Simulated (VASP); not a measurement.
A run of VASP 6.6.1 is set up as follows.

Contents of POSCAR:

```
SrTiO3
1.0
    3.8608928200      0.0000000000      0.0000000000
    0.0000000000      7.7217856400      0.0000000000
    0.0000000000      0.0000000000      3.8608928200
Sr Ti O
2 2 6
Direct
    0.0000000000      0.0000000000      0.0000000000
    0.0000000000      0.5000000000      0.0000000000
    0.5000000000      0.2500000000      0.5000000000
    0.5000000000      0.7500000000      0.5000000000
    0.0000000000      0.2500000000      0.5000000000
    0.0000000000      0.7500000000      0.5000000000
    0.5000000000      0.0000000000      0.5000000000
    0.5000000000      0.5000000000      0.5000000000
    0.5000000000      0.2500000000      0.0000000000
    0.5000000000      0.7500000000      0.0000000000
```

INCAR.step1

```
ALGO     = Normal         # electronic algorithm
EDIFF    = 1E-4           # SCF threshold, eV
ENCUT    = 520            # plane-wave cutoff, eV
GGA      = PE             # functional
ISMEAR   = -1             # smearing method
LASPH    = T              # aspherical terms in the spheres
LCHARG   = F              # write CHGCAR
LREAL    = F              # projectors in reciprocal space
LWAVE    = T              # write WAVECAR
NBANDS   = 51             # bands
NELM     = 80             # most SCF steps
PREC     = Accurate       # precision mode
SIGMA    = 0.0139         # smearing width, eV
```

INCAR.step2

```
ALGO     = Normal         # electronic algorithm
EDIFF    = 1E-6           # SCF threshold, eV
ENCUT    = 520            # plane-wave cutoff, eV
ISIF     = 2              # what is computed and relaxed
ISMEAR   = -1             # smearing method
ISTART   = 1            
LASPH    = T              # aspherical terms in the spheres
LCHARG   = F              # write CHGCAR
LMIXTAU  = T            
LREAL    = F              # projectors in reciprocal space
LWAVE    = F              # write WAVECAR
METAGGA  = R2SCAN         # meta-GGA
NBANDS   = 51             # bands
NELM     = 80             # most SCF steps
PREC     = Accurate       # precision mode
SIGMA    = 0.0139         # smearing width, eV
```

Contents of KPOINTS:

```
k-points
0
Gamma
  7 4 7
```

Potentials or basis: VASP PAW PBE potentials, release 64 (Sr_sv, Ti_sv, O).

The run is started by

```bash
$ cat potpaw_PBE.64/Sr_sv/POTCAR potpaw_PBE.64/Ti_sv/POTCAR potpaw_PBE.64/O/POTCAR > POTCAR
$ cp INCAR.step1 INCAR
$ mpirun -np 1 vasp_std > vasp.out
$ cp INCAR.step2 INCAR
$ mpirun -np 1 vasp_std > vasp.out
```

Problem. What does it give for the pressure?

Solution. 8.3 GPa.

Problem. What does it give for the band gap on the k mesh?

Solution. 2.39 eV.

Caveat: the PAW data sets were made with another functional, which shifts forces and pressure a little. A k mesh can miss the band edges.
